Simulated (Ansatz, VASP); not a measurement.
# Two plane-wave programs on Yb

```
Yb
1.0
     0.00000    4.41655    4.41655
     4.41655    0.00000    4.41655
     4.41655    4.41655    0.00000
Yb
2
Direct
  0.12500 0.12500 0.12500
  0.87500 0.87500 0.87500
```

Alike in both runs: task single point; functional r2SCAN; k mesh 7 × 7 × 7; occupations fermi-dirac, width 0.1 eV; no spin polarisation.

|  | VASP | Ansatz |
| --- | --- | --- |
| version | VASP 6.6.1 | Ansatz 0.2.0 |
| potentials or method | VASP PAW PBE potentials, release 64 (Yb), cutoff 520 eV | plane waves (500 eV) with PAW, scalar-relativistic |
| valence electrons in the cell | 48 | 48 |

Ansatz gave:

- pressure (GPa): -0.3

Question: Estimate VASP's values.

Answer: Pressure (GPa): -0.4.

VASP's potentials were made for PBE, not for r2SCAN.

Spin-orbit coupling is off throughout.
